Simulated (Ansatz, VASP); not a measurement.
# Ta in VASP and in Ansatz

```
CELL_PARAMETERS angstrom
3.28205 0.00000 0.00000
0.00000 3.28205 0.00000
0.00000 0.00000 3.28205
ATOMIC_POSITIONS crystal
Ta 0.00000 0.00000 0.00000
Ta 0.50000 0.50000 0.50000
```

Alike in both runs: task single point; functional PBEsol; k mesh 12 × 12 × 12; occupations fermi-dirac, width 0.05 eV; no spin polarisation.

```csv
,VASP,Ansatz
version,VASP 6.6.1,Ansatz 0.2.0
potentials or method,"VASP PAW PBE potentials, release 64 (Ta_pv), cutoff 520 eV","all-electron LAPW, scalar-relativistic"
```

|  | VASP | Ansatz | Ansatz less VASP |
| --- | --- | --- | --- |
| pressure (GPa) | -0.2 | -0.5 | -0.31 |

VASP's potentials were made for PBE, not for PBEsol. Ansatz ran all-electron here, and VASP with PAW potentials.

Neither program's run includes spin-orbit coupling.
